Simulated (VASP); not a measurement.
Input of a VASP 6.6.1 run:

INCAR

```
SYSTEM = Ru
PREC = Accurate
ENCUT = 500
EDIFF = 1E-6
ISMEAR = -1
SIGMA = 0.1
LREAL = .False.
LASPH = .True.
NELM = 120
ALGO = Normal
ISIF = 2
LWAVE = .False.
LCHARG = .True.
GGA = CA
LELF = .True.
LVHAR = .True.
NBANDS = 21
GGA_COMPAT = .False.
```

Contents of KPOINTS:

```
Automatic mesh
0
Gamma
  7 7 7
  0 0 0
```

Contents of POSCAR:

```
Ru
1.0
    0.0000000000      2.6568182058      2.6568182058
    2.6568182058      0.0000000000      2.6568182058
    2.6568182058      2.6568182058      0.0000000000
Ru
2
Direct
    1.0000000000      1.0000000000      1.0000000000
    0.2500000000      0.2500000000      0.2500000000
```

Potentials or basis: VASP PAW LDA potentials, release 64 (Ru_pv).

Command:

```sh
$ cat potpaw_LDA.64/Ru_pv/POTCAR > POTCAR
$ mpirun -np 1 vasp_std > vasp.out
```

Question: Estimate the band gap on the k mesh.

Answer: Zero (bands 14 and 15 overlap by 1.01 eV).

Question: Predict the pressure.

Answer: 6.0 GPa.

Caveat: the cell stands under pressure.
